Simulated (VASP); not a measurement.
Crystal: CaO.

```
CELL_PARAMETERS angstrom
0.00000 2.40356 2.40356
2.40356 0.00000 2.40356
2.40356 2.40356 0.00000
ATOMIC_POSITIONS crystal
Ca 0.00000 0.00000 0.00000
O 0.50000 0.50000 0.50000
```

Base run:

- Program: VASP 6.6.1
- Functional: PBE
- Potentials or basis: VASP PAW PBE potentials, release 64 (Ca_sv, O)
- Cutoff: 520 eV
- k mesh: 10 × 10 × 10
- Occupations: gaussian, width 0.05 eV
- Spin: no spin polarisation

Its results: band gap on the k mesh 3.64 eV (least direct gap 4.01 eV); pressure 2.2 GPa.

Task: After a change of settings the same cell gave: band gap on the k mesh 3.53 eV (least direct gap 3.91 eV); pressure -2.2 GPa. Which change was it?
A. k mesh from 10 × 10 × 10 to 6 × 6 × 6; occupations from gaussian, width 0.05 eV to fermi-dirac, width 0.05 eV
B. functional from PBE to PBEsol
C. occupations from gaussian, width 0.05 eV to gaussian, width 0.03 eV

Result: B.

PBEsol binds more tightly than PBE, so the same cell stands under less pressure.

Caveats: the PAW data sets were made with another functional, which shifts forces and pressure a little (at least some runs).
